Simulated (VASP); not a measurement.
# CdI2 (P-3m1) in VASP: a series of runs, part 2 of 2

VASP 6.6.1.

## 3. Single point, PBE

File INCAR:

```
SYSTEM = CdI2
ALGO = Normal
EDIFF = 1E-6
ENCUT = 500
GGA = PE
GGA_COMPAT = .FALSE.
ISIF = 2
ISMEAR = 0
LASPH = .TRUE.
LCHARG = .TRUE.
LELF = .TRUE.
LREAL = .FALSE.
LVHAR = .TRUE.
LWAVE = .FALSE.
NBANDS = 20
NELM = 120
PREC = Accurate
SIGMA = 0.05
```

File KPOINTS:

```
k-points
0
G
  10 10 6
  0 0 0
```

File POSCAR:

```
CdI2
1.0
    4.3297118284      0.0000000000      0.0000000000
   -2.1648559142      3.7496404344      0.0000000000
    0.0000000000      0.0000000000      7.8151329916
Cd I
1 2
Direct
    0.0000000000      0.0000000000      0.0000000000
    0.3333333333      0.6666666667      0.2199462841
    0.6666666667      0.3333333333      0.7800537159
```

Potentials or basis: VASP PAW PBE potentials, release 64 (Cd, I).

The run is started by

```bash
> cat potpaw_PBE.64/Cd/POTCAR potpaw_PBE.64/I/POTCAR > POTCAR
> mpirun -np 1 vasp_std > vasp.out
```

OUTCAR:

```text
SYSTEM = CdI2
   EDIFF = 1E-6
   ENCUT = 500
   GGA = PE
   ISIF = 2
   ISMEAR = 0
   LASPH = .TRUE.
   LREAL = .FALSE.
   NELM = 120
   PREC = Accurate

 ion  position               nearest neighbor table
   1  0.000  0.000  0.000-   2 3.03   3 3.03   2 3.03   3 3.03   3 3.03   2 3.03
   2  0.333  0.667  0.220-   1 3.03   1 3.03   1 3.03
   3  0.667  0.333  0.780-   1 3.03   1 3.03   1 3.03

  LATTYP: Found a hexagonal cell.
 ALAT       =     4.3297118284
 C/A-ratio  =     1.8050007255

  Lattice vectors:

 A1 = (   4.3297118284,   0.0000000000,   0.0000000000)
 A2 = (  -2.1648559142,   3.7496404344,   0.0000000000)
 A3 = (   0.0000000000,   0.0000000000,   7.8151329916)

Analysis of symmetry for initial positions (statically):
=====================================================================
 Subroutine PRICEL returns:
 Original cell was already a primitive cell.

 Routine SETGRP: Setting up the symmetry group for a
 hexagonal supercell.

 Subroutine GETGRP returns: Found 12 space group operations
 (whereof 12 operations were pure point group operations)
 out of a pool of 24 trial point group operations.

The static configuration has the point symmetry D_3d.

Analysis of symmetry for dynamics (positions and initial velocities):
=====================================================================
 Subroutine PRICEL returns:
 Original cell was already a primitive cell.

 Routine SETGRP: Setting up the symmetry group for a
 hexagonal supercell.

 Subroutine GETGRP returns: Found 12 space group operations
 (whereof 12 operations were pure point group operations)
 out of a pool of 24 trial point group operations.

The dynamic configuration has the point symmetry D_3d.

 Subroutine INISYM returns: Found 12 space group operations
 (whereof 12 operations are pure point group operations),
 and found     1 'primitive' translations

----------------------------------------------------------------------------------------

                                     Primitive cell

  volume of cell :     126.8776

  direct lattice vectors                    reciprocal lattice vectors
     4.329711828  0.000000000  0.000000000     0.230962253  0.133346119  0.000000000
    -2.164855914  3.749640434  0.000000000     0.000000000  0.266692238  0.000000000
     0.000000000  0.000000000  7.815132992     0.000000000  0.000000000  0.127956876

  length of vectors
     4.329711828  4.329711828  7.815132992     0.266692238  0.266692238  0.127956876

  position of ions in fractional coordinates (direct lattice)
     0.000000000  0.000000000  0.000000000
     0.333333333  0.666666667  0.219946284
     0.666666667  0.333333333  0.780053716

  ion indices of the primitive-cell ions
   primitive index   ion index
                 1           1
                 2           2
                 3           3

----------------------------------------------------------------------------------------

 KPOINTS: k-points

Automatic generation of k-mesh.
 Grid dimensions read from file:
 generate k-points for:   10   10    6

 Generating k-lattice:

  Cartesian coordinates                     Fractional coordinates (reciprocal lattice)
     0.023096225  0.013334612  0.000000000     0.100000000  0.000000000  0.000000000
     0.000000000  0.026669224  0.000000000     0.000000000  0.100000000  0.000000000
     0.000000000  0.000000000  0.021326146     0.000000000  0.000000000  0.166666667

  Length of vectors
     0.026669224  0.026669224  0.021326146

  Shift w.r.t. Gamma in fractional coordinates (k-lattice)
     0.000000000  0.000000000  0.000000000

 Subroutine IBZKPT returns following result:
 ===========================================

 Found     72 irreducible k-points:

 Following reciprocal coordinates:
            Coordinates               Weight
  0.000000  0.000000  0.000000      1.000000
  0.100000  0.000000  0.000000      6.000000
  0.200000  0.000000  0.000000      6.000000
  0.300000 -0.000000  0.000000      6.000000
  0.400000 -0.000000  0.000000      6.000000
  0.500000  0.000000  0.000000      3.000000
[... 16 lines left out ...]
  0.000000  0.400000  0.166667      6.000000
  0.500000  0.000000  0.166667      6.000000
 [... further k-points ...]
   k-points           NKPTS =     72   k-points in BZ     NKDIM =     72   number of bands    NBANDS=     20
   number of dos      NEDOS =    301   number of ions     NIONS =      3
   total plane-waves  NPLWV =  61440
   dimension x,y,z NGX =    32 NGY =   32 NGZ =   60
   dimension x,y,z NGXF=    64 NGYF=   64 NGZF=  120
   ions per type =               1   2
   NGX,Y,Z   is equivalent  to a cutoff of  12.29, 12.29, 12.76 a.u.
   NGXF,Y,Z  is equivalent  to a cutoff of  24.57, 24.57, 25.53 a.u.
 SYSTEM =  CdI2
   PREC   = accura    normal or accurate (medium, high low for compatibility)
   ISTART =      0    job   : 0-new  1-cont  2-samecut
   ICHARG =      2    charge: 1-file 2-atom 10-const
   ISPIN  =      1    spin polarized calculation?
   LNONCOLLINEAR =      F non collinear calculations
   LSORBIT =      F    spin-orbit coupling
   LASPH  =      T    aspherical Exc in radial PAW
   ENCUT  =  500.0 eV  36.75 Ry    6.06 a.u.   7.89  7.89 14.25*2*pi/ulx,y,z
   NELM   =    120;   NELMIN=  2; NELMDL= -5     # of ELM steps
   EDIFF  = 0.1E-05   stopping-criterion for ELM
   LREAL  =      F    real-space projection
   EDIFFG = 0.1E-04   stopping-criterion for IOM
   NSW    =      0    number of steps for IOM
   IBRION =     -1    ionic relax: 0-MD 1-quasi-New 2-CG
   NFREE  =      0    steps in history (QN), initial steepest desc. (CG)
   ISIF   =      2    stress and relaxation
   ISYM   =      2    0-nonsym 1-usesym 2-fastsym
   POTIM  = 0.5000    time-step for ionic-motion
   TEBEG  =    0.0;   TEEND  =   0.0 temperature during run
   PSTRESS=    0.0 pullay stress
   NELECT =      26.0000    total number of electrons
   NUPDOWN=      -1.0000    fix difference up-down
   EMIN   =  10.00;   EMAX   =-10.00  energy-range for DOS
   EFERMI =   0.00;   METHOD = LEGACY
   ISMEAR =     0;   SIGMA  =   0.05  broadening in eV -4-tet -1-fermi 0-gaus
   EFERMI_NEDOS =   21; number of points for ismear=-14 and -15
   IALGO  =     38    algorithm
   IMIX   =      4    mixing-type and parameters
     AMIX     =   0.40;   BMIX     =  1.00
     AMIX_MAG =   1.60;   BMIX_MAG =  1.00
  volume/ion in A,a.u.               =      42.29       285.40
  Fermi-wavevector in a.u.,A,eV,Ry     =   0.965171  1.823909 12.674577  0.931555
  Thomas-Fermi vector in A             =   2.094865
   LORBIT       =      0    0 simple, 1 ext, 2 COOP (PROOUT), +10 PAW based schemes
   GGA     = PE    functional components
   LHFCALC =     F    Hartree Fock is set to
   AEXX    =    0.0000 exact exchange contribution
   IVDW    =     0    specifies the selected vdW correction
   LEPSILON=     F    determine dielectric tensor
   LRPA    =     F    only Hartree local field effects (RPA)
 non-spin polarized calculation
 Gauss-broadening in eV      SIGMA  =   0.05
  energy-cutoff  :      500.00
  volume of cell :      126.88
 maximum number of plane-waves:      3254
   NGX = 15   NGY = 15   NGZ = 29

 number of electron      26.0000008 magnetization

 Free energy of the ion-electron system (eV)
  ---------------------------------------------------
  ext. energy  EPLUGINS =         0.00000000
  ---------------------------------------------------
  free energy    TOTEN  =        -5.54997464 eV

  energy without entropy =       -5.54997464  energy(sigma->0) =       -5.54997464

 E-fermi :   0.8422     XC(G=0):  -7.6828

 val. band max:        0.5877549819   @ k =   0.1000   0.0000   0.1667
 cond. band min:       3.0089205129   @ k =   0.5000   0.0000   0.5000
 fundamental gap:      2.4211655310
 Fermi energy:         0.8422039906

 k-point     1 :       0.0000    0.0000    0.0000
  band No.  band energies     occupation
      1     -11.1710      2.00000
      2     -10.6737      2.00000
      3      -6.8531      2.00000
      4      -6.8531      2.00000
      5      -6.7418      2.00000
      6      -6.6791      2.00000
[... 12 lines left out ...]
     19       9.3070      0.00000
     20       9.5827      0.00000
[... 507 lines left out ...]
 k-point    24 :       0.5000    0.0000    0.1667
  band No.  band energies     occupation
      1     -10.6477      2.00000
      2     -10.6169      2.00000
      3      -6.8197      2.00000
      4      -6.7551      2.00000
      5      -6.6645      2.00000
      6      -6.6266      2.00000
[... 12 lines left out ...]
     19       9.0204      0.00000
     20       9.6523      0.00000

 [... further k-points ...]

------------------------ aborting loop because EDIFF is reached ----------------------------------------

  FORCE on cell =-STRESS in cart. coord.  units (eV):
  Direction    XX          YY          ZZ          XY          YZ          ZX
  --------------------------------------------------------------------------------------
  -------------------------------------------------------------------------------------
  Total        0.0663397      0.0663397      0.0541755     -0.0000000      0.0000000      0.0000000
  in kB        0.8377207      0.8377207      0.6841144     -0.0000000      0.0000000      0.0000000
  external PRESSURE =       0.7865186 kB  Pullay stress =       0.0000000 kB

 VOLUME and BASIS-vectors are now :
 -----------------------------------------------------------------------------
  energy-cutoff  :      500.00
  volume of cell :      126.88
      direct lattice vectors                 reciprocal lattice vectors
     4.329711828  0.000000000  0.000000000     0.230962253  0.133346119  0.000000000
    -2.164855914  3.749640434  0.000000000     0.000000000  0.266692238  0.000000000
     0.000000000  0.000000000  7.815132992     0.000000000  0.000000000  0.127956876

 POSITION                                       TOTAL-FORCE (eV/Angst)
 -----------------------------------------------------------------------------------
      0.00000      0.00000      0.00000        -0.000000      0.000000      0.000000
     -0.00000      2.49976      1.71891        -0.000000      0.000000      0.017784
      2.16486      1.24988      6.09622         0.000000     -0.000000     -0.017784
 -----------------------------------------------------------------------------------
    total drift:                                0.000000     -0.000000      0.000000

  FREE ENERGIE OF THE ION-ELECTRON SYSTEM (eV)
  ---------------------------------------------------
  free  energy   TOTEN  =        -5.5499746407 eV

  energy  without entropy=       -5.5499746407  energy(sigma->0) =       -5.54997464
```

OSZICAR:

```text
N       E                     dE             d eps       ncg     rms          rms(c)
DAV:   1     0.156323051849E+03    0.15632E+03   -0.10986E+04  2880   0.105E+03
DAV:   2     0.396541367961E+01   -0.15236E+03   -0.14743E+03  3496   0.236E+02
DAV:   3    -0.573021367302E+01   -0.96956E+01   -0.96643E+01  3416   0.598E+01
DAV:   4    -0.590903343720E+01   -0.17882E+00   -0.17879E+00  3908   0.774E+00
DAV:   5    -0.591060119414E+01   -0.15678E-02   -0.15677E-02  3424   0.794E-01    0.557E+00
DAV:   6    -0.557931657564E+01    0.33128E+00   -0.58205E-01  2956   0.735E+00    0.480E+00
DAV:   7    -0.555003126425E+01    0.29285E-01   -0.18708E-01  3152   0.258E+00    0.212E+00
DAV:   8    -0.555001435000E+01    0.16914E-04   -0.22932E-02  3112   0.158E+00    0.392E-01
DAV:   9    -0.554993844071E+01    0.75909E-04   -0.26183E-03  3284   0.517E-01    0.117E-01
DAV:  10    -0.554995762646E+01   -0.19186E-04   -0.34358E-04  3052   0.178E-01    0.377E-02
DAV:  11    -0.554997458140E+01   -0.16955E-04   -0.48202E-05  3132   0.559E-02    0.190E-02
DAV:  12    -0.554997464067E+01   -0.59269E-07   -0.57394E-06  3336   0.248E-02
   1 F= -.55499746E+01 E0= -.55499746E+01  d E =-.292572E-14
```

stdout:

```text
POSCAR found type information on POSCAR CdI
 POSCAR found :  2 types and       3 ions
 scaLAPACK will be used
 LDA part: xc-table for (Slater+PW92), standard interpolation
 POSCAR, INCAR and KPOINTS ok, starting setup
 FFT: planning ... GRIDC
 FFT: planning ... GRID_SOFT
 FFT: planning ... GRID
 WAVECAR not read
 entering main loop
```

It took 71 s on 1 thread of AMD EPYC 9R45 (Zen 5), shared host; peak memory 0.31 GiB.

Results:

| Quantity | Value |
| --- | --- |
| Free energy | -5.5500 eV |
| Pressure | 0.1 GPa |
| Largest force | 0.018 eV/Å |
| Band gap on the k mesh | 2.42 eV (least direct gap 2.54 eV) |

Forces in eV/Å, atoms in the order of the input:
```
Cd   0.000  0.000  0.000
I    0.000  0.000  0.018
I    0.000  0.000 -0.018
```

Caveat: spin-orbit coupling is left out, which moves the levels of the heavy elements; this functional lacks dispersion, which binds layers or chains, so the pressure and a relaxed spacing across them are unreliable. A k mesh can miss the band edges.

## 4. Single point, PBE

File INCAR:

```
SYSTEM = CdI2
ALGO = Normal
EDIFF = 1E-6
ENCUT = 500
GGA = PE
GGA_COMPAT = .False.
ISIF = 2
ISMEAR = -1
LASPH = .True.
LCHARG = .False.
LREAL = .False.
LWAVE = .False.
NBANDS = 20
NELM = 120
PREC = Accurate
SIGMA = 0.1
```

File KPOINTS:

```
k-points
0
Gamma
  10 10 6
  0 0 0
```

POSCAR is that of step 3.

The run is started by

```bash
> cat potpaw_PBE.64/Cd/POTCAR potpaw_PBE.64/I/POTCAR > POTCAR
> mpirun -np 1 vasp_std > vasp.out
```

Wall time 70 s (1 thread of AMD EPYC 9R45 (Zen 5), shared host); peak memory 0.31 GiB.

The run converged. Its results:

* Free energy: -5.5500 eV
* Pressure: 0.1 GPa
* Largest force: 0.018 eV/Å
* Band gap on the k mesh: 2.42 eV (least direct gap 2.54 eV)

Forces in eV/Å, atoms in the order of the input:
```
Cd   0.000  0.000  0.000
I    0.000  0.000  0.018
I    0.000  0.000 -0.018
```

Levels at points of the mesh, in eV from the valence-band top:
```csv
k point,band 10,band 11,band 12,band 13,band 14,band 15,band 16,band 17
"(0.00, 0.00, 0.00)",-0.26,-0.26,-0.04,-0.04,2.49,4.54,6.27,6.27
"(0.50, 0.00, 0.00)",-1.47,-1.27,-0.42,-0.16,2.53,5.10,6.32,6.79
"(0.00, 0.00, 0.50)",-0.28,-0.28,-0.02,-0.02,3.11,4.50,6.22,6.22
"(0.50, 0.00, 0.50)",-1.24,-1.23,-0.39,-0.22,2.42,5.13,6.06,6.52
```

Caveat: spin-orbit coupling is left out, which moves the levels of the heavy elements; this functional lacks dispersion, which binds layers or chains, so the pressure and a relaxed spacing across them are unreliable. A k mesh can miss the band edges.

## 5. Single point, PBE

File INCAR:

```
SYSTEM = CdI2
ALGO = Normal
EDIFF = 1E-6
ENCUT = 500
GGA = PE
GGA_COMPAT = .FALSE.
ISIF = 2
ISMEAR = -5
LASPH = .TRUE.
LCHARG = .FALSE.
LREAL = .FALSE.
LWAVE = .FALSE.
NBANDS = 20
NELM = 120
PREC = Accurate
SIGMA = 0.1
```

File KPOINTS:

```
k-points
0
G
  10 10 6
  0 0 0
```

POSCAR is that of step 4.

The run is started by

```bash
> cat potpaw_PBE.64/Cd/POTCAR potpaw_PBE.64/I/POTCAR > POTCAR
> mpirun -np 1 vasp_std > vasp.out
```

Run time: 69 s. Hardware: 1 thread of AMD EPYC 9R45 (Zen 5), shared host; peak memory 0.31 GiB.

Results (log left out):

- Free energy: -5.5500 eV
- Pressure: 0.1 GPa
- Largest force: 0.018 eV/Å
- Band gap on the k mesh: 2.42 eV (least direct gap 2.54 eV)

Forces on the atoms (eV/Å):
```
Cd   0.000  0.000  0.000
I    0.000  0.000  0.018
I    0.000  0.000 -0.018
```

Levels at points of the mesh, in eV from the valence-band top:
```
           k point  band 10  band 11  band 12  band 13  band 14  band 15  band 16  band 17
(0.00, 0.00, 0.00)    -0.26    -0.26    -0.04    -0.04     2.49     4.54     6.27     6.27
(0.50, 0.00, 0.00)    -1.47    -1.27    -0.42    -0.16     2.53     5.10     6.32     6.79
(0.00, 0.00, 0.50)    -0.28    -0.28    -0.02    -0.02     3.11     4.50     6.22     6.22
(0.50, 0.00, 0.50)    -1.24    -1.23    -0.39    -0.22     2.42     5.13     6.06     6.52
```

Caveat: spin-orbit coupling is left out, which moves the levels of the heavy elements; this functional lacks dispersion, which binds layers or chains, so the pressure and a relaxed spacing across them are unreliable.

## 6. Overview

| smearing | gap on the mesh (eV) | pressure (GPa) | largest force (eV/Å) |
| --- | --- | --- | --- |
| gaussian 0.05 eV | 2.42 | 0.1 | 0.02 |
| fermi-dirac 0.1 eV | 2.42 | 0.1 | 0.02 |
| tetrahedron | 2.42 | 0.1 | 0.02 |

Alike in all rows: task single point; level PBE; potentials or basis VASP PAW PBE potentials, release 64 (Cd, I); no spin polarisation; cell as given; k mesh 10 × 10 × 6; cutoff (eV) 500.

Caveats: spin-orbit coupling is left out, which moves the levels of the heavy elements; this functional lacks dispersion, which binds layers or chains, so the pressure and a relaxed spacing across them are unreliable.

Absolute energies hang on the potentials; compare differences alone.
